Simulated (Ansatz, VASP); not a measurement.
**C: VASP beside Ansatz**

```
C
1.0
     1.21095   -2.09738    0.00000
     1.21095    2.09738    0.00000
     0.00000    0.00000    8.54941
C
4
Direct
  0.08333 0.91667 0.75030
  0.58333 0.41667 0.24970
  0.91667 0.08333 0.24970
  0.41667 0.58333 0.75030
```

Change from the starting cell: volume 10.857 Å^3 an atom, stretch along a over the lengths across it, relative to the relaxed cell 1.0000.

Alike in both runs: task single point; functional PBE; k mesh 21 × 21 × 6; occupations gaussian, width 0.15 eV; no spin polarisation.

|  | VASP | Ansatz |
| --- | --- | --- |
| version | VASP 6.6.1 | Ansatz 0.2.0 |
| potentials or method | VASP PAW PBE potentials, release 64 (C), cutoff 520 eV | scalar-relativistic, plane waves, PAW |
| valence electrons in the cell | 16 | 16 |

|  | VASP | Ansatz | Ansatz less VASP |
| --- | --- | --- | --- |
| gap on the k mesh at the Fermi level (eV) | none | none | - |
| pressure (GPa) | 13.2 | 12.8 | -0.36 |
| traceless stress, the component that is largest in VASP (GPa) | -13.20 | -12.77 | +0.437 |

A gap of «none» marks a metal or a gap that the smearing closes.
